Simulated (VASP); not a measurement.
# Ti2NbC3 (P6/mmm) in VASP: notebook, part 2 of 2

VASP 6.6.1. The steps go on from the part before.

## (5) Relaxation of cell and atoms, PBE

This run uses another cell than the first one, of 13.96 Å³/atom, 1.213 times its volume.

INCAR reads:

```
  ALGO = Normal
  EDIFF = 1E-7
  EDIFFG = -0.04
  ENCUT = 600
  GGA = PE
  IBRION = 2
  ISIF = 3
  ISMEAR = 0
  LASPH = T
  LCHARG = F
  LREAL = F
  LWAVE = F
  NELM = 80
  NSW = 90
  PREC = Accurate
  SIGMA = 0.1
```

KPOINTS reads:

```
k-points
0
Gamma
  6 6 4
```

POSCAR reads:

```
Ti2NbC3
1.0
    4.9917553600      0.0000000000      0.0000000000
   -2.4958776800      4.3229869500      0.0000000000
    0.0000000000      0.0000000000      3.8824631300
Ti Nb C
2 1 3
Direct
    0.6666666700      0.3333333300      0.0000000000
    0.3333333300      0.6666666700      0.0000000000
    0.0000000000      0.0000000000      0.0000000000
    0.5000000000      0.0000000000      0.5000000000
    0.5000000000      0.5000000000      0.5000000000
    0.0000000000      0.5000000000      0.5000000000
```

Potentials or basis: VASP PAW PBE potentials, release 64 (Ti_sv, Nb_sv, C).

Run with:

```bash
$ cat potpaw_PBE.64/Ti_sv/POTCAR potpaw_PBE.64/Nb_sv/POTCAR potpaw_PBE.64/C/POTCAR > POTCAR
$ mpirun -np 1 vasp_std > vasp.out
```

OUTCAR:

```text
EDIFF = 1E-7
   EDIFFG = -0.04
   ENCUT = 600
   GGA = PE
   IBRION = 2
   ISIF = 3
   ISMEAR = 0
   LASPH = T
   LREAL = F
   NELM = 80
   NSW = 90
   PREC = Accurate

 ion  position               nearest neighbor table
   1  0.667  0.333  0.000-   4 2.42   4 2.42   6 2.42   6 2.42   5 2.42   5 2.42   2 2.88   3 2.88
                             2 2.88   3 2.88   3 2.88   2 2.88
   2  0.333  0.667  0.000-   4 2.42   4 2.42   6 2.42   6 2.42   5 2.42   5 2.42   1 2.88   3 2.88
                             1 2.88   3 2.88   3 2.88   1 2.88
   3  0.000  0.000  0.000-   1 2.88   2 2.88   2 2.88   1 2.88   1 2.88   2 2.88
   4  0.500  0.000  0.500-   1 2.42   2 2.42   1 2.42   2 2.42
   5  0.500  0.500  0.500-   1 2.42   2 2.42   1 2.42   2 2.42
   6  0.000  0.500  0.500-   1 2.42   2 2.42   1 2.42   2 2.42

  LATTYP: Found a hexagonal cell.
 ALAT       =     4.9917553600
 C/A-ratio  =     0.7777751212

  Lattice vectors:

 A1 = (   4.9917553600,   0.0000000000,   0.0000000000)
[... 982 lines left out ...]
--------------------------------------- Ionic step        8  -------------------------------------------

 number of electron      48.9999997 magnetization

------------------------ aborting loop because EDIFF is reached ----------------------------------------
[... 75 lines left out ...]
--------------------------------------- Ionic step       10  -------------------------------------------

 number of electron      49.0000000 magnetization

 Free energy of the ion-electron system (eV)
  ---------------------------------------------------
  ext. energy  EPLUGINS =         0.00000000
  ---------------------------------------------------
  free energy    TOTEN  =       -50.65568124 eV

  energy without entropy =      -50.64075362  energy(sigma->0) =      -50.64821743

 E-fermi :   9.1091     XC(G=0): -12.3242

 val. band max:        9.0935005865   @ k =   0.3333   0.1667   0.5000
 cond. band min:       9.1939444246   @ k =   0.1667  -0.0000   0.2500
 fundamental gap:      0.1004438381
 Fermi energy:         9.1090784924

 k-point     1 :       0.0000    0.0000    0.0000
  band No.  band energies     occupation
      1     -46.6670      2.00000
      2     -46.6090      2.00000
      3     -46.4219      2.00000
      4     -23.1697      2.00000
      5     -23.1697      2.00000
      6     -23.0106      2.00000
[... 694 lines left out ...]
  FREE ENERGIE OF THE ION-ELECTRON SYSTEM (eV)
  ---------------------------------------------------
  free  energy   TOTEN  =       -50.6556812406 eV

  energy  without entropy=      -50.6407536188  energy(sigma->0) =      -50.64821743

 reached required accuracy - stopping structural energy minimisation
```

It took 5.9 min on 1 thread of Intel Xeon 6975P-C (Granite Rapids), shared host; peak memory 0.27 GiB.

Results:

```
Free energy                            : -50.6557 eV
Relaxed volume                         : 11.52 Å³/atom
Relaxed cell                           : a = 5.202 Å, b = 5.202 Å, c = 2.948 Å, α = 90.00°, β = 90.00°, γ = 120.00°
Space group after relaxing (to 0.05 Å) : P6/mmm (No. 191)
Energy gained by relaxing              : 727.8 meV/atom
Ionic steps                            : 10
Pressure after relaxing                : 0.0 GPa
```

The path:
```csv
step,energy change (eV),largest force (eV/Å),pressure (GPa),volume (Å³)
1,0.0000,0.0000,-28.34,83.78
2,-2.2931,0.0000,47.73,56.78
3,-3.0539,0.0000,9.68,63.84
4,-4.0671,0.0000,15.45,63.82
5,-4.0826,0.0000,18.18,63.66
6,-4.0739,0.0000,-12.82,75.41
7,-4.3615,0.0000,0.42,69.16
8,-4.3616,0.0000,0.71,69.05
9,-4.3668,0.0000,-0.18,69.11
10,-4.3671,0.0000,-0.03,69.10
```

Final structure:
```xyz
6
Lattice="5.2022 0.0000 0.0000 -2.6011 4.5052 0.0000 0.0000 0.0000 2.9483" Properties=species:S:1:pos:R:3 pbc="T T T"
Ti    2.6011    1.5017    0.0000
Ti    0.0000    3.0035    0.0000
Nb    0.0000    0.0000    0.0000
C     2.6011    0.0000    1.4742
C     1.3005    2.2526    1.4742
C    -1.3005    2.2526    1.4742
```

Levels at points of the mesh, in eV from the Fermi level:
```csv
k point,band 22,band 23,band 24,band 25,band 26,band 27
"(0.00, 0.00, 0.00)",-1.45,-0.02,-0.02,0.69,1.39,1.39
"(0.50, 0.00, 0.00)",-1.86,-1.25,-0.79,0.16,1.45,2.16
"(0.00, 0.00, 0.50)",-0.44,-0.44,0.55,0.55,0.97,0.97
"(0.50, 0.00, 0.50)",-2.16,-1.18,-0.50,-0.48,-0.20,1.46
```

Caveat: the k points lie up to 0.53 Å⁻¹ apart in the final cell; the volume moved by over 15 % at a fixed basis, so the end points are rough.

## (6) Relaxation of cell and atoms, PBE

INCAR reads:

```
  PREC = Accurate
  ENCUT = 600
  EDIFF = 1E-6
  ISMEAR = 0
  SIGMA = 0.1
  LREAL = False
  LASPH = True
  NELM = 100
  ALGO = Normal
  ISIF = 3
  LWAVE = False
  LCHARG = False
  GGA = PE
  IBRION = 2
  NSW = 90
  EDIFFG = -0.04
```

KPOINTS reads:

```
Automatic mesh
0
Gamma
  6 6 6
```

POSCAR reads:

```
Ti2NbC3
1.0
    5.2023383314      0.0000000000      0.0000000000
   -2.6011691657      4.5053571540      0.0000000000
    0.0000000000      0.0000000000      2.9470628448
Ti Nb C
2 1 3
Direct
    0.6666666667      0.3333333333      0.0000000000
    0.3333333333      0.6666666667      0.0000000000
    0.0000000000      0.0000000000      0.0000000000
    0.5000000000      0.0000000000      0.5000000000
    0.5000000000      0.5000000000      0.5000000000
    0.0000000000      0.5000000000      0.5000000000
```

Potentials or basis: VASP PAW PBE potentials, release 64 (Ti_sv, Nb_sv, C).

Run with:

```bash
$ cat potpaw_PBE.64/Ti_sv/POTCAR potpaw_PBE.64/Nb_sv/POTCAR potpaw_PBE.64/C/POTCAR > POTCAR
$ mpirun -np 1 vasp_std > vasp.out
```

Run time: 2.3 min. Hardware: 1 thread of Intel Xeon 6975P-C (Granite Rapids), shared host; peak memory 0.24 GiB.

It converged, with:

* Free energy: -50.7551 eV
* Relaxed volume: 11.56 Å³/atom
* Relaxed cell: a = 5.240 Å, b = 5.240 Å, c = 2.917 Å, α = 90.00°, β = 90.00°, γ = 120.00°
* Space group after relaxing (to 0.05 Å): P6/mmm (No. 191)
* Energy gained by relaxing: 1.8 meV/atom
* Ionic steps: 5
* Pressure after relaxing: -0.1 GPa

Step by step:
```csv
step,energy change (eV),largest force (eV/Å),pressure (GPa),volume (Å³)
1,0.0000,0.0000,-0.13,69.07
2,-0.0099,0.0000,0.99,68.98
3,-0.0099,0.0000,0.97,68.98
4,-0.0104,0.0000,-0.81,69.65
5,-0.0111,0.0000,-0.06,69.36
```

Final structure:
```
CELL_PARAMETERS angstrom
5.23950 0.00000 0.00000
-2.61975 4.53754 0.00000
0.00000 0.00000 2.91722
ATOMIC_POSITIONS crystal
Ti 0.66667 0.33333 0.00000
Ti 0.33333 0.66667 0.00000
Nb 0.00000 0.00000 0.00000
C 0.50000 0.00000 0.50000
C 0.50000 0.50000 0.50000
C 0.00000 0.50000 0.50000
```

Levels at points of the mesh, in eV from the Fermi level:
| k point | band 20 | band 21 | band 22 | band 23 | band 24 | band 25 | band 26 | band 27 | band 28 | band 29 |
| --- | --- | --- | --- | --- | --- | --- | --- | --- | --- | --- |
| (0.00, 0.00, 0.00) | -1.64 | -1.64 | -1.48 | -0.10 | -0.10 | 0.79 | 1.20 | 1.20 | 1.67 | 1.67 |
| (0.50, 0.00, 0.00) | -2.09 | -2.05 | -1.79 | -1.19 | -0.70 | 0.10 | 1.27 | 2.02 | 2.28 | 2.45 |
| (0.00, 0.00, 0.50) | -3.32 | -2.79 | -0.63 | -0.63 | 0.51 | 0.51 | 0.92 | 0.92 | 2.79 | 2.88 |
| (0.50, 0.00, 0.50) | -2.69 | -2.34 | -2.25 | -1.17 | -0.56 | -0.47 | -0.34 | 1.40 | 1.92 | 2.05 |

## (7) Single point, PBE

This run uses another cell than the first one, of 11.54 Å³/atom, 1.002 times its volume.

INCAR reads:

```
PREC = Accurate
ENCUT = 520
EDIFF = 1E-7
ISMEAR = 0
SIGMA = 0.1
LREAL = False
LASPH = True
NELM = 100
ALGO = Normal
ISIF = 2
LWAVE = False
LCHARG = False
GGA = PE
NBANDS = 34
```

KPOINTS reads:

```
Automatic mesh
0
Gamma
  12 12 12
```

POSCAR: that of step 6 with these lines changed.

```diff
@@ -2,5 +2,5 @@
 1.0
-    5.2023383314      0.0000000000      0.0000000000
-   -2.6011691657      4.5053571540      0.0000000000
-    0.0000000000      0.0000000000      2.9470628448
+    5.2228033799      0.0000000000      0.0000000000
+   -2.6114016899      4.5230804059      0.0000000000
+    0.0000000000      0.0000000000      2.9307946865
 Ti Nb C
```

Run with:

```bash
$ cat potpaw_PBE.64/Ti_sv/POTCAR potpaw_PBE.64/Nb_sv/POTCAR potpaw_PBE.64/C/POTCAR > POTCAR
$ mpirun -np 1 vasp_std > vasp.out
```

Run time: 3.3 min. Hardware: 1 thread of Intel Xeon 6975P-C (Granite Rapids), shared host; peak memory 0.4 GiB.

Results (log left out):

- Free energy: -50.7529 eV
- Pressure: 0.0 GPa

Stress tensor (GPa, compression positive):
```
-0.05  0.00  0.00
 0.00 -0.05  0.00
 0.00  0.00  0.13
```

Levels at points of the mesh, in eV from the Fermi level:
```
           k point  band 20  band 21  band 22  band 23  band 24  band 25  band 26  band 27  band 28  band 29
(0.00, 0.00, 0.00)    -1.73    -1.73    -1.52    -0.08    -0.08     0.69     1.22     1.22     1.62     1.62
(0.50, 0.00, 0.00)    -2.11    -1.99    -1.88    -1.28    -0.80     0.10     1.28     2.02     2.27     2.44
(0.00, 0.00, 0.50)    -3.32    -2.88    -0.59    -0.59     0.51     0.51     0.89     0.89     2.78     2.84
(0.50, 0.00, 0.50)    -2.69    -2.35    -2.24    -1.20    -0.59    -0.49    -0.28     1.41     1.91     2.03
```

## (8) Summary

```csv
task,cell,k mesh,cutoff (eV),gap on the mesh (eV),pressure (GPa),relaxed volume (Å³/atom)
single point,"a = 5.202, b = 5.202, c = 2.947 Å, angles 90.0, 90.0, 120.0°, 6 atoms",6 × 6 × 4,520,none,0.1,-
single point,"a = 4.992, b = 4.992, c = 3.882 Å, angles 90.0, 90.0, 120.0°, 6 atoms",6 × 6 × 4,520,none,-28.3,-
single point,"a = 5.245, b = 5.245, c = 2.914 Å, angles 90.0, 90.0, 120.0°, 6 atoms",6 × 6 × 6,520,none,0.0,-
relaxation of cell and atoms,"relaxed from a = 4.992, b = 4.992, c = 3.882 Å, angles 90.0, 90.0, 120.0°, 6 atoms",6 × 6 × 4,600,none,0.0,11.52
relaxation of cell and atoms,"relaxed from a = 5.202, b = 5.202, c = 2.947 Å, angles 90.0, 90.0, 120.0°, 6 atoms",6 × 6 × 6,600,none,-0.1,11.56
single point,"a = 5.223, b = 5.223, c = 2.931 Å, angles 90.0, 90.0, 120.0°, 6 atoms",12 × 12 × 12,520,none,0.0,-
```

Alike in all rows: level PBE; potentials or basis VASP PAW PBE potentials, release 64 (Ti_sv, Nb_sv, C); no spin polarisation; smearing gaussian 0.1 eV.

Caveats: some runs use coarse meshes; the volume moved by over 15 % at a fixed basis, so the end points are rough (some runs).

Total energies depend on the potentials used, so only differences within one code and one set of settings carry meaning.
